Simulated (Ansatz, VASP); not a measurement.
SrAl3O2: VASP beside Ansatz

```
Sr Al O
1.0
     4.30603    0.00000    0.00000
    -2.15301    3.72913    0.00000
     0.00000    0.00000    6.91332
Sr Al O
1 3 2
Cartesian
  0.0000 0.0000 0.0000
  2.1530 1.2430 2.4722
  0.0000 2.4861 4.4412
  0.0000 0.0000 3.4567
  2.1530 1.2430 5.1409
  0.0000 2.4861 1.7724
```

Change from the starting cell: species swapped into the Li3LaBi2 type (P-3m1, No. 164).

Alike in both runs: task relaxation of cell and atoms; functional PBE; k mesh 6 × 6 × 4; occupations gaussian, width 0.1 eV; no spin polarisation.

```csv
,VASP,Ansatz
version,VASP 6.6.1,Ansatz 0.2.0
potentials or method,"VASP PAW PBE potentials, release 64 (Sr_sv, Al, O), cutoff 600 eV","scalar-relativistic, plane waves, PAW"
valence electrons in the cell,31,31
```

|  | VASP | Ansatz | Ansatz less VASP |
| --- | --- | --- | --- |
| gap on the k mesh at the Fermi level, each at its own relaxed structure (eV) | none | none | - |
| relaxed volume (Å³/atom) | 13.92 | 14.13 | +0.204 |
| relaxed cell length with the largest relative difference (Å) | 9.943 | 10.346 | +0.4024 |

A gap of «none» marks a metal or a gap that the smearing closes.

Noted on VASP's run: the volume moved by over 15 % at a fixed basis, so the end points are rough.
